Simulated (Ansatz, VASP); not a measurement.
## Sb: VASP beside Ansatz

POSCAR

```
Sb
1.0
    3.2093778456      0.0000000000      0.0000000000
   -1.6046889228      2.7794027447      0.0000000000
    0.0000000000      0.0000000000      5.3374699587
Sb
2
Direct
    0.3333333333      0.6666666667      0.2500000000
    0.6666666667      0.3333333333      0.7500000000
```

INCAR.step1

```
PREC = Accurate ; ENCUT = 520
ISMEAR = -1 ; SIGMA = 0.1
LREAL = F ; LASPH = T
NELM = 80 ; NBANDS = 12
GGA = PE ; ALGO = Normal
EDIFF = 1E-4 ; LWAVE = T
LCHARG = F
```

Contents of INCAR.step2:

```
PREC = Accurate ; ENCUT = 520
EDIFF = 1E-7 ; ISMEAR = -1
SIGMA = 0.1 ; LREAL = F
LASPH = T ; NELM = 80
ALGO = Normal ; ISIF = 2
LWAVE = F ; LCHARG = F
METAGGA = R2SCAN ; LMIXTAU = T
NBANDS = 12 ; ISTART = 1
```

The input KPOINTS:

```
Automatic mesh
0
Gamma
  12 12 7
```

Input for Ansatz:

```yaml
crystal:
  lattice:
    - [3.2093778456, 0.0, 0.0]
    - [-1.6046889228, 2.7794027447, 0.0]
    - [0.0, 0.0, 5.3374699587]
  atoms:
    - { symbol: Sb, position: [0.3333333333, 0.6666666667, 0.25] }
    - { symbol: Sb, position: [0.6666666667, 0.3333333333, 0.75] }
hamiltonian:
  xc: r2scan
  pseudopotentials:
    kind: paw
    azcp:
      Sb: "pseudopotentials/Sb.paw.azcp"
basis:
  ecutwfc: 500
  fft_grid_basis: typed
kpoints:
  mp_grid: { grid: [12, 12, 7], shift: [0, 0, 0] }
magnetization:
  spin_polarized: false
scf:
  occupations: { method: fermi_dirac, width: 0.1 }
  lower_state_search: "off"
output:
  stress: true
```

Alike in both runs: task single point; functional r2SCAN; k mesh 12 × 12 × 7; occupations fermi-dirac, width 0.1 eV; no spin polarisation.

```csv
,VASP,Ansatz
version,VASP 6.6.1,Ansatz 0.2.0
potentials or method,"VASP PAW PBE potentials, release 64 (Sb), cutoff 520 eV","plane waves (500 eV) with PAW, scalar-relativistic"
valence electrons in the cell,10,30
```

|  | VASP | Ansatz | Ansatz less VASP |
| --- | --- | --- | --- |
| pressure (GPa) | 10.8 | 10.8 | +0.03 |
| traceless stress, the component that is largest in VASP (GPa) | -1.96 | -1.94 | +0.021 |

VASP's potentials were made for PBE, not for r2SCAN. VASP's potentials hold 10 valence electrons a cell and Ansatz's 30, so a difference there can come from the potentials and not from the codes.

Spin-orbit coupling is off throughout.
